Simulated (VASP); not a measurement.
# Ga: single point with BLYP

The system is Ga.

```
Ga
1.0
     2.90448    0.00000    0.00000
     0.00000    2.90448    0.00000
     0.00000    0.00000    2.90448
Ga
1
Direct
  0.00000 0.00000 0.00000
```

This cell differs from its parent crystal: volume scaled by 1.08.

- Program: VASP 6.6.1
- Task: single point
- Functional: BLYP
- Potentials or basis: VASP PAW PBE potentials, release 64 (Ga_d)
- Cutoff: 520 eV
- k mesh: 13 × 13 × 13
- Occupations: fermi-dirac, width 0.1 eV
- Spin: no spin polarisation

```
Pressure : -1.9 GPa
```

Levels at points of the mesh, in eV from the Fermi level:
| k point | band 2 | band 3 | band 4 | band 5 | band 6 | band 7 | band 8 | band 9 | band 10 | band 11 |
| --- | --- | --- | --- | --- | --- | --- | --- | --- | --- | --- |
| (0.00, 0.00, 0.00) | -15.06 | -14.74 | -14.74 | -14.74 | -9.41 | 7.48 | 7.48 | 7.48 | 10.82 | 10.82 |

Wall time 22 s on 1 thread of AMD EPYC 7R13 Processor (Zen 3), on a shared host, peak memory 0.12 GiB.

Caveat: the PAW data sets were made with another functional, which shifts forces and pressure a little.
